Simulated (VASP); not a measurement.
# Sb (Im-3m) in VASP: notebook

Sb is run at these levels: LDA; tasks: relaxation of cell and atoms.

Program: VASP 6.6.1. These are calculated values, not measurements. Logs are shortened: lines on timing, memory, paths and dates and some standing lists are left out, and cuts for length are marked.

**1. The cell of the first run**

The structure is cubic, space group Im-3m (No. 229). The conventional cell has a = 3.450 Å, b = 3.450 Å, c = 3.450 Å, α = 90.00°, β = 90.00°, γ = 90.00°. Sb (site symmetry m-3m) has 14 Sb at 2.99 to 3.45 Å within 3.9 Å.

**2. Relaxation of cell and atoms, LDA, target pressure 40 GPa, at which the enthalpy is minimised**

Contents of INCAR:

```
SYSTEM = Sb
ALGO = Normal
EDIFF = 1E-7
EDIFFG = -0.01
ENCUT = 500
GGA = CA
GGA_COMPAT = .FALSE.
IBRION = 2
ISIF = 3
ISMEAR = -1
LASPH = .TRUE.
LCHARG = .FALSE.
LREAL = .FALSE.
LWAVE = .FALSE.
NELM = 120
NELMIN = 4
NSW = 80
PREC = Accurate
PSTRESS = 400.0
SIGMA = 0.1
```

Contents of KPOINTS:

```
k-points
0
G
  9 9 9
  0 0 0
```

Contents of POSCAR:

```
Sb
1.0
   -1.7250000000      1.7250000000      1.7250000000
    1.7250000000     -1.7250000000      1.7250000000
    1.7250000000      1.7250000000     -1.7250000000
Sb
1
Direct
    0.0000000000      0.0000000000      0.0000000000
```

Potentials or basis: VASP PAW LDA potentials, release 64 (Sb).

The run is started by

```console
$ cat potpaw_LDA.64/Sb/POTCAR > POTCAR
$ mpirun -np 1 vasp_std > vasp.out
```

OUTCAR:

```text
SYSTEM = Sb
   EDIFF = 1E-7
   EDIFFG = -0.01
   ENCUT = 500
   GGA = CA
   IBRION = 2
   ISIF = 3
   ISMEAR = -1
   LASPH = .TRUE.
   LREAL = .FALSE.
   NELM = 120
   NELMIN = 4
   NSW = 80
   PREC = Accurate
   PSTRESS = 400.0

 ion  position               nearest neighbor table
   1  0.000  0.000  0.000-

  LATTYP: Found a body centered cubic cell.
 ALAT       =     3.4500000000

  Lattice vectors:

 A1 = (  -1.7250000000,   1.7250000000,   1.7250000000)
 A2 = (   1.7250000000,  -1.7250000000,   1.7250000000)
 A3 = (   1.7250000000,   1.7250000000,  -1.7250000000)

Analysis of symmetry for initial positions (statically):
=====================================================================
 Subroutine PRICEL returns:
 Original cell was already a primitive cell.

 Routine SETGRP: Setting up the symmetry group for a
 body centered cubic supercell.

 Subroutine GETGRP returns: Found 48 space group operations
 (whereof 48 operations were pure point group operations)
 out of a pool of 48 trial point group operations.

The static configuration has the point symmetry O_h .

Analysis of symmetry for dynamics (positions and initial velocities):
=====================================================================
 Subroutine PRICEL returns:
 Original cell was already a primitive cell.

 Routine SETGRP: Setting up the symmetry group for a
 body centered cubic supercell.

 Subroutine GETGRP returns: Found 48 space group operations
 (whereof 48 operations were pure point group operations)
 out of a pool of 48 trial point group operations.

The dynamic configuration has the point symmetry O_h .

 Subroutine INISYM returns: Found 48 space group operations
 (whereof 48 operations are pure point group operations),
 and found     1 'primitive' translations

----------------------------------------------------------------------------------------

                                     Primitive cell

  volume of cell :      20.5318

  direct lattice vectors                    reciprocal lattice vectors
    -1.725000000  1.725000000  1.725000000     0.000000000  0.289855072  0.289855072
     1.725000000 -1.725000000  1.725000000     0.289855072  0.000000000  0.289855072
     1.725000000  1.725000000 -1.725000000     0.289855072  0.289855072  0.000000000

  length of vectors
     2.987787643  2.987787643  2.987787643     0.409916975  0.409916975  0.409916975

  position of ions in fractional coordinates (direct lattice)
     0.000000000  0.000000000  0.000000000

  ion indices of the primitive-cell ions
   primitive index   ion index
                 1           1

----------------------------------------------------------------------------------------

 KPOINTS: k-points

Automatic generation of k-mesh.
 Grid dimensions read from file:
 generate k-points for:    9    9    9

 Generating k-lattice:

  Cartesian coordinates                     Fractional coordinates (reciprocal lattice)
     0.000000000  0.032206119  0.032206119     0.111111111  0.000000000  0.000000000
     0.032206119  0.000000000  0.032206119     0.000000000  0.111111111  0.000000000
     0.032206119  0.032206119  0.000000000     0.000000000  0.000000000  0.111111111

  Length of vectors
     0.045546331  0.045546331  0.045546331

  Shift w.r.t. Gamma in fractional coordinates (k-lattice)
     0.000000000  0.000000000  0.000000000

 Subroutine IBZKPT returns following result:
 ===========================================

 Found     35 irreducible k-points:

 Following reciprocal coordinates:
            Coordinates               Weight
  0.000000  0.000000  0.000000      1.000000
  0.111111  0.000000  0.000000     12.000000
  0.222222  0.000000  0.000000     12.000000
  0.333333  0.000000  0.000000     12.000000
  0.444444  0.000000  0.000000     12.000000
  0.111111  0.111111  0.000000     24.000000
[... 16 lines left out ...]
 -0.333333  0.444444  0.111111     48.000000
 -0.444444 -0.444444  0.111111     24.000000
 [... further k-points ...]
   k-points           NKPTS =     35   k-points in BZ     NKDIM =     35   number of bands    NBANDS=      6
   number of dos      NEDOS =    301   number of ions     NIONS =      1
   total plane-waves  NPLWV =  13824
   dimension x,y,z NGX =    24 NGY =   24 NGZ =   24
   dimension x,y,z NGXF=    48 NGYF=   48 NGZF=   48
   ions per type =               1
   NGX,Y,Z   is equivalent  to a cutoff of  13.35, 13.35, 13.35 a.u.
   NGXF,Y,Z  is equivalent  to a cutoff of  26.71, 26.71, 26.71 a.u.
 SYSTEM =  Sb
   PREC   = accura    normal or accurate (medium, high low for compatibility)
   ISTART =      0    job   : 0-new  1-cont  2-samecut
   ICHARG =      2    charge: 1-file 2-atom 10-const
   ISPIN  =      1    spin polarized calculation?
   LNONCOLLINEAR =      F non collinear calculations
   LSORBIT =      F    spin-orbit coupling
   LASPH  =      T    aspherical Exc in radial PAW
   ENCUT  =  500.0 eV  36.75 Ry    6.06 a.u.   5.45  5.45  5.45*2*pi/ulx,y,z
   NELM   =    120;   NELMIN=  4; NELMDL= -5     # of ELM steps
   EDIFF  = 0.1E-06   stopping-criterion for ELM
   LREAL  =      F    real-space projection
   EDIFFG = -.1E-01   stopping-criterion for IOM
   NSW    =     80    number of steps for IOM
   IBRION =      2    ionic relax: 0-MD 1-quasi-New 2-CG
   NFREE  =      1    steps in history (QN), initial steepest desc. (CG)
   ISIF   =      3    stress and relaxation
   ISYM   =      2    0-nonsym 1-usesym 2-fastsym
   POTIM  = 0.5000    time-step for ionic-motion
   TEBEG  =    0.0;   TEEND  =   0.0 temperature during run
   PSTRESS=  400.0 pullay stress
   NELECT =       5.0000    total number of electrons
   NUPDOWN=      -1.0000    fix difference up-down
   EMIN   =  10.00;   EMAX   =-10.00  energy-range for DOS
   EFERMI =   0.00;   METHOD = LEGACY
   ISMEAR =    -1;   SIGMA  =   0.10  broadening in eV -4-tet -1-fermi 0-gaus
   EFERMI_NEDOS =   21; number of points for ismear=-14 and -15
   IALGO  =     38    algorithm
   IMIX   =      4    mixing-type and parameters
     AMIX     =   0.40;   BMIX     =  1.00
     AMIX_MAG =   1.60;   BMIX_MAG =  1.00
  volume/ion in A,a.u.               =      20.53       138.56
  Fermi-wavevector in a.u.,A,eV,Ry     =   1.022325  1.931915 14.220113  1.045149
  Thomas-Fermi vector in A             =   2.155998
   LORBIT       =      0    0 simple, 1 ext, 2 COOP (PROOUT), +10 PAW based schemes
   GGA     = CA    functional components
   LHFCALC =     F    Hartree Fock is set to
   AEXX    =    0.0000 exact exchange contribution
   IVDW    =     0    specifies the selected vdW correction
   LEPSILON=     F    determine dielectric tensor
   LRPA    =     F    only Hartree local field effects (RPA)
 conjugate gradient relaxation of ions
 non-spin polarized calculation
  energy-cutoff  :      500.00
  volume of cell :       20.53
 maximum number of plane-waves:       531
 NGX is ok and might be reduce to    24
   NGX = 11   NGY = 11   NGZ = 11

--------------------------------------- Ionic step        1  -------------------------------------------

 number of electron       5.0000000 magnetization

 Free energy of the ion-electron system (eV)
  ---------------------------------------------------
  ext. energy  EPLUGINS =         0.00000000
  ---------------------------------------------------
  free energy    TOTEN  =        -4.30369321 eV

  energy without entropy =       -4.28853481  energy(sigma->0) =       -4.29611401

------------------------ aborting loop because EDIFF is reached ----------------------------------------

  FORCE on cell =-STRESS in cart. coord.  units (eV):
  Direction    XX          YY          ZZ          XY          YZ          ZX
  --------------------------------------------------------------------------------------
  -------------------------------------------------------------------------------------
  Total        3.4369566      3.4369566      3.4369566      0.0000000      0.0000000     -0.0000000
  in kB      268.1991116    268.1991116    268.1991116      0.0000000      0.0000000     -0.0000000
  external PRESSURE =    -131.8008884 kB  Pullay stress =     400.0000000 kB

 VOLUME and BASIS-vectors are now :
 -----------------------------------------------------------------------------
  energy-cutoff  :      500.00
  volume of cell :       20.53
      direct lattice vectors                 reciprocal lattice vectors
    -1.725000000  1.725000000  1.725000000     0.000000000  0.289855072  0.289855072
     1.725000000 -1.725000000  1.725000000     0.289855072  0.000000000  0.289855072
     1.725000000  1.725000000 -1.725000000     0.289855072  0.289855072  0.000000000
[... 192 lines left out ...]
  FREE ENERGIE OF THE ION-ELECTRON SYSTEM (eV)
  ---------------------------------------------------
  free  energy   TOTEN  =        -4.0421728319 eV

  energy  without entropy=       -4.0267694152  energy(sigma->0) =       -4.03447112

  enthalpy is  TOTEN    =         0.7665753902 eV   P V=        4.8087482221

--------------------------------------- Ionic step        7  -------------------------------------------

 number of electron       5.0000000 magnetization

 Free energy of the ion-electron system (eV)
  ---------------------------------------------------
  ext. energy  EPLUGINS =         0.00000000
  ---------------------------------------------------
  free energy    TOTEN  =        -4.03739801 eV

  energy without entropy =       -4.02199117  energy(sigma->0) =       -4.02969459

 E-fermi :  13.6648     XC(G=0): -11.8747

 val. band max:       13.6030082108   @ k =  -0.4444   0.4444   0.3333
 cond. band min:      13.8233177105   @ k =   0.2222   0.1111   0.1111
 fundamental gap:      0.2203094997
 Fermi energy:        13.6647887031

 k-point     1 :       0.0000    0.0000    0.0000
  band No.  band energies     occupation
      1      -2.4950      2.00000
      2      22.0777      0.00000
      3      22.0777      0.00000
      4      22.0777      0.00000
      5      25.0651      0.00000
      6      25.0651      0.00000

 k-point     2 :       0.1111    0.0000    0.0000
  band No.  band energies     occupation
      1      -2.1468      2.00000
      2      19.2326      0.00000
      3      20.6274      0.00000
      4      21.4553      0.00000
      5      23.4754      0.00000
      6      23.5869      0.00000
[... 181 lines left out ...]
 k-point    23 :      -0.3333    0.4444    0.1111
  band No.  band energies     occupation
      1       2.6992      2.00000
      2       9.1918      2.00000
      3      12.5119      1.99998
      4      17.9817      0.00000
      5      21.4629      0.00000
      6      22.8823      0.00000

 k-point    24 :      -0.4444   -0.4444    0.1111
  band No.  band energies     occupation
      1       4.7354      2.00000
      2       6.5411      2.00000
      3      12.0971      2.00000
      4      17.7553      0.00000
      5      21.8438      0.00000
      6      24.0608      0.00000

 [... further k-points ...]

------------------------ aborting loop because EDIFF is reached ----------------------------------------

  FORCE on cell =-STRESS in cart. coord.  units (eV):
  Direction    XX          YY          ZZ          XY          YZ          ZX
  --------------------------------------------------------------------------------------
  -------------------------------------------------------------------------------------
  Total        4.8038628      4.8038628      4.8038628      0.0000000     -0.0000000     -0.0000000
  in kB      399.9919141    399.9919141    399.9919141      0.0000000     -0.0000000     -0.0000000
  external PRESSURE =      -0.0080859 kB  Pullay stress =     400.0000000 kB

 VOLUME and BASIS-vectors are now :
 -----------------------------------------------------------------------------
  energy-cutoff  :      500.00
  volume of cell :       19.24
      direct lattice vectors                 reciprocal lattice vectors
    -1.688094121  1.688094121  1.688094121     0.000000000  0.296192015  0.296192015
     1.688094121 -1.688094121  1.688094121     0.296192015  0.000000000  0.296192015
     1.688094121  1.688094121 -1.688094121     0.296192015  0.296192015  0.000000000

 POSITION                                       TOTAL-FORCE (eV/Angst)
 -----------------------------------------------------------------------------------
      0.00000      0.00000      0.00000        -0.000000     -0.000000     -0.000000
 -----------------------------------------------------------------------------------
    total drift:                                0.000000      0.000000      0.000000

  FREE ENERGIE OF THE ION-ELECTRON SYSTEM (eV)
  ---------------------------------------------------
  free  energy   TOTEN  =        -4.0373980109 eV

  energy  without entropy=       -4.0219911662  energy(sigma->0) =       -4.02969459

  enthalpy is  TOTEN    =         0.7665618777 eV   P V=        4.8039598886

 reached required accuracy - stopping structural energy minimisation
```

Wall time 23 s (1 thread of Intel Xeon 8259CL, shared host); peak memory 0.14 GiB.

Results:

```
Free energy                                            : -4.0374 eV
Relaxed volume                                         : 19.24 Å³/atom
Relaxed cell                                           : a = 2.924 Å, b = 2.924 Å, c = 2.924 Å, α = 109.47°, β = 109.47°, γ = 109.47°
Space group after relaxing (to 0.05 Å)                 : Im-3m (No. 229)
Energy change on relaxing (the enthalpy is what falls) : +266.3 meV/atom
Ionic steps                                            : 7
Pressure after relaxing                                : 40.0 GPa
```

The path:
| step | energy change (eV) | largest force (eV/Å) | pressure (GPa) | volume (Å³) |
| --- | --- | --- | --- | --- |
| 1 | 0.0000 | 0.0000 | 26.82 | 20.53 |
| 2 | 1.6562 | 0.0000 | 103.07 | 15.91 |
| 3 | 0.2451 | 0.0000 | 38.99 | 19.33 |
| 4 | 0.2621 | 0.0000 | 39.80 | 19.26 |
| 5 | 0.2683 | 0.0000 | 40.10 | 19.23 |
| 6 | 0.2615 | 0.0000 | 39.78 | 19.26 |
| 7 | 0.2663 | 0.0000 | 40.00 | 19.24 |

Final structure:
```
CELL_PARAMETERS angstrom
-1.68809 1.68809 1.68809
1.68809 -1.68809 1.68809
1.68809 1.68809 -1.68809
ATOMIC_POSITIONS crystal
Sb 0.00000 0.00000 0.00000
```

Caveat: the cell is relaxed towards a set pressure, so the enthalpy falls and the energy may rise; spin-orbit coupling is left out, which moves the levels of the heavy elements. Zero-point motion and thermal expansion aren't in these numbers.

(Continued in part 2 of 2.)
